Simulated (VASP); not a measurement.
# In: single point with PBE

In:

```
In
1.0
     3.19619    0.00000    0.00000
    -1.59810    2.76799    0.00000
     0.00000    0.00000    5.44436
In
2
Direct
  0.33333 0.66667 0.25000
  0.66667 0.33333 0.75000
```

This cell differs from its parent crystal: strained.

```
Program                : VASP 6.6.1
Task                   : single point
Functional             : PBE
Potentials or basis    : VASP PAW PBE potentials, release 64 (In_d)
Cutoff                 : 520 eV
k mesh                 : 15 × 15 × 8
Occupations            : gaussian, width 0.1 eV
Spin                   : no spin polarisation
Dipole correction      : no
Further INCAR settings : ALGO = Normal; EDIFF = 1e-07; NBANDS = 20
```

```
Pressure               : 6.8 GPa
Band gap on the k mesh : zero (bands 13 and 14 overlap by 6.39 eV)
```

Stress tensor (GPa, compression positive):
```
7.34 0.00 0.00
0.00 7.34 0.00
0.00 0.00 5.72
```

Levels at points of the mesh, in eV from the Fermi level:
| k point | band 11 | band 12 | band 13 | band 14 | band 15 | band 16 |
| --- | --- | --- | --- | --- | --- | --- |
| (0.00, 0.00, 0.00) | -10.18 | -4.88 | -3.94 | 9.51 | 9.51 | 10.20 |
| (0.00, 0.00, 0.50) | -8.77 | -8.77 | 2.62 | 2.62 | 10.54 | 10.54 |

Wall time 66 s on 1 thread of Intel(R) Xeon(R) Platinum 8259CL CPU @ 2.50GHz (Skylake/Cascade Lake), on a shared host, peak memory 0.23 GiB.

Caveat: the cell differs from its parent crystal (strained); the cell stands under pressure; spin-orbit coupling is left out, which moves the levels of the heavy elements.
